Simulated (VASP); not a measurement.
# GaN (F-43m) in VASP: a series of runs

The runs below take GaN through single point, with r2SCAN.

All numbers are computed with VASP 6.6.1; they aren't measurements. Logs are shortened: lines on timing, memory, paths and dates and some standing lists are left out, and cuts for length are marked.

**1. The cell of the first run**

It takes space group F-43m (No. 216, cubic). The conventional cell has a = 4.507 Å, b = 4.507 Å, c = 4.507 Å, α = 90.00°, β = 90.00°, γ = 90.00°. Ga (site symmetry -43m) has 4 N at 1.95 Å within 2.6 Å. Within 2.6 Å of N (site symmetry -43m) lie 4 Ga at 1.95 Å.

**2. Single point, r2SCAN**

The input, POSCAR:

```
GaN
1.0
    0.0000000000      2.2535006075      2.2535006075
    2.2535006075      0.0000000000      2.2535006075
    2.2535006075      2.2535006075      0.0000000000
Ga N
1 1
Direct
    0.0000000000      0.0000000000      0.0000000000
    0.7500000000      0.7500000000      0.7500000000
```

The input, INCAR.step1:

```
PREC = Accurate
ENCUT = 520
ISMEAR = 0
SIGMA = 0.05
LREAL = False
LASPH = True
NELM = 100
NBANDS = 16
GGA = PE
ALGO = Normal
EDIFF = 1E-4
LWAVE = True
LCHARG = False
```

The input, INCAR.step2:

```
PREC = Accurate
ENCUT = 520
EDIFF = 1E-7
ISMEAR = 0
SIGMA = 0.05
LREAL = False
LASPH = True
NELM = 100
ALGO = Normal
ISIF = 2
LWAVE = False
LCHARG = False
METAGGA = R2SCAN
LMIXTAU = True
NBANDS = 16
ISTART = 1
```

The input, KPOINTS:

```
Automatic mesh
0
Gamma
  10 10 10
```

Potentials or basis: VASP PAW PBE potentials, release 64 (Ga_d, N).

Run with:

```sh
> cat potpaw_PBE.64/Ga_d/POTCAR potpaw_PBE.64/N/POTCAR > POTCAR
> cp INCAR.step1 INCAR
> mpirun -np 1 vasp_std > vasp.out
> cp INCAR.step2 INCAR
> mpirun -np 1 vasp_std > vasp.out
```

OUTCAR:

```text
PREC = Accurate
   ENCUT = 520
   EDIFF = 1E-7
   ISMEAR = 0
   LREAL = False
   LASPH = True
   NELM = 100
   ISIF = 2
   METAGGA = R2SCAN
   ISTART = 1

 ion  position               nearest neighbor table
   1  0.000  0.000  0.000-   2 1.95   2 1.95   2 1.95   2 1.95
   2  0.750  0.750  0.750-   1 1.95   1 1.95   1 1.95   1 1.95

  LATTYP: Found a face centered cubic cell.
 ALAT       =     4.5070012150

  Lattice vectors:

 A1 = (   0.0000000000,   2.2535006075,   2.2535006075)
 A2 = (   2.2535006075,   0.0000000000,   2.2535006075)
 A3 = (   2.2535006075,   2.2535006075,   0.0000000000)

Analysis of symmetry for initial positions (statically):
=====================================================================
 Subroutine PRICEL returns:
 Original cell was already a primitive cell.

 Routine SETGRP: Setting up the symmetry group for a
 face centered cubic supercell.

 Subroutine GETGRP returns: Found 24 space group operations
 (whereof 24 operations were pure point group operations)
 out of a pool of 48 trial point group operations.

The static configuration has the point symmetry T_d .

Analysis of symmetry for dynamics (positions and initial velocities):
=====================================================================
 Subroutine PRICEL returns:
 Original cell was already a primitive cell.

 Routine SETGRP: Setting up the symmetry group for a
 face centered cubic supercell.

 Subroutine GETGRP returns: Found 24 space group operations
 (whereof 24 operations were pure point group operations)
 out of a pool of 48 trial point group operations.

The dynamic configuration has the point symmetry T_d .

 Subroutine INISYM returns: Found 24 space group operations
 (whereof 24 operations are pure point group operations),
 and found     1 'primitive' translations

----------------------------------------------------------------------------------------

                                     Primitive cell

  volume of cell :      22.8877

  direct lattice vectors                    reciprocal lattice vectors
     0.000000000  2.253500607  2.253500607    -0.221877020  0.221877020  0.221877020
     2.253500607  0.000000000  2.253500607     0.221877020 -0.221877020  0.221877020
     2.253500607  2.253500607  0.000000000     0.221877020  0.221877020 -0.221877020

  length of vectors
     3.186931122  3.186931122  3.186931122     0.384302272  0.384302272  0.384302272

  position of ions in fractional coordinates (direct lattice)
     0.000000000  0.000000000  0.000000000
     0.750000000  0.750000000  0.750000000

  ion indices of the primitive-cell ions
   primitive index   ion index
                 1           1
                 2           2

----------------------------------------------------------------------------------------

 KPOINTS: Automatic mesh

Automatic generation of k-mesh.
 Grid dimensions read from file:
 generate k-points for:   10   10   10

 Generating k-lattice:

  Cartesian coordinates                     Fractional coordinates (reciprocal lattice)
    -0.022187702  0.022187702  0.022187702     0.100000000  0.000000000  0.000000000
     0.022187702 -0.022187702  0.022187702     0.000000000  0.100000000  0.000000000
     0.022187702  0.022187702 -0.022187702     0.000000000  0.000000000  0.100000000

  Length of vectors
     0.038430227  0.038430227  0.038430227

  Shift w.r.t. Gamma in fractional coordinates (k-lattice)
     0.000000000  0.000000000  0.000000000

 Subroutine IBZKPT returns following result:
 ===========================================

 Found     47 irreducible k-points:

 Following reciprocal coordinates:
            Coordinates               Weight
  0.000000  0.000000  0.000000      1.000000
  0.100000  0.000000  0.000000      8.000000
  0.200000  0.000000  0.000000      8.000000
  0.300000  0.000000  0.000000      8.000000
  0.400000  0.000000  0.000000      8.000000
  0.500000  0.000000  0.000000      4.000000
[... 16 lines left out ...]
  0.300000  0.300000  0.000000      6.000000
  0.400000  0.300000  0.000000     24.000000
 [... further k-points ...]
   k-points           NKPTS =     47   k-points in BZ     NKDIM =     47   number of bands    NBANDS=     16
   number of dos      NEDOS =    301   number of ions     NIONS =      2
   total plane-waves  NPLWV =  13824
   dimension x,y,z NGX =    24 NGY =   24 NGZ =   24
   dimension x,y,z NGXF=    48 NGYF=   48 NGZF=   48
   ions per type =               1   1
   NGX,Y,Z   is equivalent  to a cutoff of  12.52, 12.52, 12.52 a.u.
   NGXF,Y,Z  is equivalent  to a cutoff of  25.04, 25.04, 25.04 a.u.
 SYSTEM =  unknown system
   PREC   = accura    normal or accurate (medium, high low for compatibility)
   ISTART =      1    job   : 0-new  1-cont  2-samecut
   ICHARG =      0    charge: 1-file 2-atom 10-const
   ISPIN  =      1    spin polarized calculation?
   LNONCOLLINEAR =      F non collinear calculations
   LSORBIT =      F    spin-orbit coupling
   LASPH  =      T    aspherical Exc in radial PAW
   ENCUT  =  520.0 eV  38.22 Ry    6.18 a.u.   5.93  5.93  5.93*2*pi/ulx,y,z
   NELM   =    100;   NELMIN=  2; NELMDL=  0     # of ELM steps
   EDIFF  = 0.1E-06   stopping-criterion for ELM
   LREAL  =      F    real-space projection
   EDIFFG = 0.1E-05   stopping-criterion for IOM
   NSW    =      0    number of steps for IOM
   IBRION =     -1    ionic relax: 0-MD 1-quasi-New 2-CG
   NFREE  =      0    steps in history (QN), initial steepest desc. (CG)
   ISIF   =      2    stress and relaxation
   ISYM   =      2    0-nonsym 1-usesym 2-fastsym
   POTIM  = 0.5000    time-step for ionic-motion
   TEBEG  =    0.0;   TEEND  =   0.0 temperature during run
   PSTRESS=    0.0 pullay stress
   NELECT =      18.0000    total number of electrons
   NUPDOWN=      -1.0000    fix difference up-down
   EMIN   =  10.00;   EMAX   =-10.00  energy-range for DOS
   EFERMI =   0.00;   METHOD = LEGACY
   ISMEAR =     0;   SIGMA  =   0.05  broadening in eV -4-tet -1-fermi 0-gaus
   EFERMI_NEDOS =   21; number of points for ismear=-14 and -15
   IALGO  =     38    algorithm
   IMIX   =      4    mixing-type and parameters
     AMIX     =   0.40;   BMIX     =  1.00
     AMIX_MAG =   1.60;   BMIX_MAG =  1.00
  volume/ion in A,a.u.               =      11.44        77.23
  Fermi-wavevector in a.u.,A,eV,Ry     =   1.511117  2.855596 31.068543  2.283473
  Thomas-Fermi vector in A             =   2.621216
   LORBIT       =      0    0 simple, 1 ext, 2 COOP (PROOUT), +10 PAW based schemes
   METAGGA = R2SCAN    functional components
   LHFCALC =     F    Hartree Fock is set to
   AEXX    =    0.0000 exact exchange contribution
   IVDW    =     0    specifies the selected vdW correction
   LEPSILON=     F    determine dielectric tensor
   LRPA    =     F    only Hartree local field effects (RPA)
 non-spin polarized calculation
 Gauss-broadening in eV      SIGMA  =   0.05
  energy-cutoff  :      520.00
  volume of cell :       22.89
 maximum number of plane-waves:       636
   NGX = 11   NGY = 11   NGZ = 11

 number of electron      18.0000004 magnetization

 Free energy of the ion-electron system (eV)
  ---------------------------------------------------
  ext. energy  EPLUGINS =         0.00000000
  ---------------------------------------------------
  free energy    TOTEN  =       -21.89693466 eV

  energy without entropy =      -21.89693466  energy(sigma->0) =      -21.89693466

 E-fermi :   5.3386     XC(G=0): -12.6348

 val. band max:        5.0164029617   @ k =   0.0000   0.0000   0.0000
 cond. band min:       7.1357599946   @ k =   0.0000   0.0000   0.0000
 fundamental gap:      2.1193570329
 Fermi energy:         5.3385555320

 k-point     1 :       0.0000    0.0000    0.0000
  band No.  band energies     occupation
      1     -11.7141      2.00000
      2      -8.8141      2.00000
      3      -8.8141      2.00000
      4      -8.8141      2.00000
      5      -8.4636      2.00000
      6      -8.4636      2.00000
[... 8 lines left out ...]
     15      24.7422      0.00000
     16      24.7422      0.00000

 k-point     2 :       0.1000    0.0000    0.0000
  band No.  band energies     occupation
      1     -11.6035      2.00000
      2      -8.7999      2.00000
      3      -8.7999      2.00000
      4      -8.7737      2.00000
      5      -8.4648      2.00000
      6      -8.4648      2.00000
[... 8 lines left out ...]
     15      23.3253      0.00000
     16      23.4295      0.00000

 k-point     3 :       0.2000    0.0000    0.0000
  band No.  band energies     occupation
      1     -11.3207      2.00000
      2      -8.7666      2.00000
      3      -8.7665      2.00000
      4      -8.6117      2.00000
      5      -8.4636      2.00000
      6      -8.4636      2.00000
[... 8 lines left out ...]
     15      22.5371      0.00000
     16      22.5371      0.00000

 k-point     4 :       0.3000    0.0000    0.0000
  band No.  band energies     occupation
      1     -11.0047      2.00000
      2      -8.7356      2.00000
      3      -8.7356      2.00000
      4      -8.4507      2.00000
      5      -8.4506      2.00000
      6      -8.2351      2.00000
[... 8 lines left out ...]
     15      23.0879      0.00000
     16      23.0879      0.00000
[... 324 lines left out ...]
 k-point    22 :      -0.2000    0.2000    0.0000
  band No.  band energies     occupation
      1     -10.9070      2.00000
      2      -8.7151      2.00000
      3      -8.7054      2.00000
      4      -8.4854      2.00000
      5      -8.4786      2.00000
      6      -8.0667      2.00000
[... 8 lines left out ...]
     15      23.3410      0.00000
     16      26.5736      0.00000

 k-point    23 :       0.3000    0.3000    0.0000
  band No.  band energies     occupation
      1     -10.8115      2.00000
      2      -8.6411      2.00000
      3      -8.6161      2.00000
      4      -8.6160      2.00000
      5      -8.4118      2.00000
      6      -8.0588      2.00000
[... 8 lines left out ...]
     15      27.8362      0.00000
     16      28.5270      0.00000

 k-point    24 :       0.4000    0.3000    0.0000
  band No.  band energies     occupation
      1     -10.6695      2.00000
      2      -8.6606      2.00000
      3      -8.5790      2.00000
      4      -8.5757      2.00000
      5      -8.4019      2.00000
      6      -7.6394      2.00000
[... 8 lines left out ...]
     15      28.3249      0.00000
     16      28.3724      0.00000

 [... further k-points ...]
[... 5 lines left out ...]
  --------------------------------------------------------------------------------------
  -------------------------------------------------------------------------------------
  Total       -0.0129731     -0.0129731     -0.0129731      0.0000000     -0.0000000      0.0000000
  in kB       -0.9081363     -0.9081363     -0.9081363      0.0000000     -0.0000000      0.0000000
  external PRESSURE =      -0.9081363 kB  Pullay stress =       0.0000000 kB

 VOLUME and BASIS-vectors are now :
 -----------------------------------------------------------------------------
  energy-cutoff  :      520.00
  volume of cell :       22.89
      direct lattice vectors                 reciprocal lattice vectors
     0.000000000  2.253500607  2.253500607    -0.221877020  0.221877020  0.221877020
     2.253500607  0.000000000  2.253500607     0.221877020 -0.221877020  0.221877020
     2.253500607  2.253500607  0.000000000     0.221877020  0.221877020 -0.221877020

 POSITION                                       TOTAL-FORCE (eV/Angst)
 -----------------------------------------------------------------------------------
      0.00000      0.00000      0.00000         0.000000      0.000000      0.000000
      3.38025      3.38025      3.38025        -0.000000     -0.000000     -0.000000
 -----------------------------------------------------------------------------------
    total drift:                               -0.000009     -0.000009     -0.000009

  FREE ENERGIE OF THE ION-ELECTRON SYSTEM (eV)
  ---------------------------------------------------
  free  energy   TOTEN  =       -21.8969346636 eV

  energy  without entropy=      -21.8969346636  energy(sigma->0) =      -21.89693466
```

Wall time 32 s (1 thread of Intel Xeon 6975P-C (Granite Rapids), shared host); peak memory 0.15 GiB.

What came out:

| Quantity | Value |
| --- | --- |
| Free energy | -21.8969 eV |
| Pressure | -0.1 GPa |
| Band gap on the k mesh | 2.12 eV, direct |

Caveat: the PAW data sets were made with another functional, which shifts forces and pressure a little.

(Part 1 of 3 ends here.)
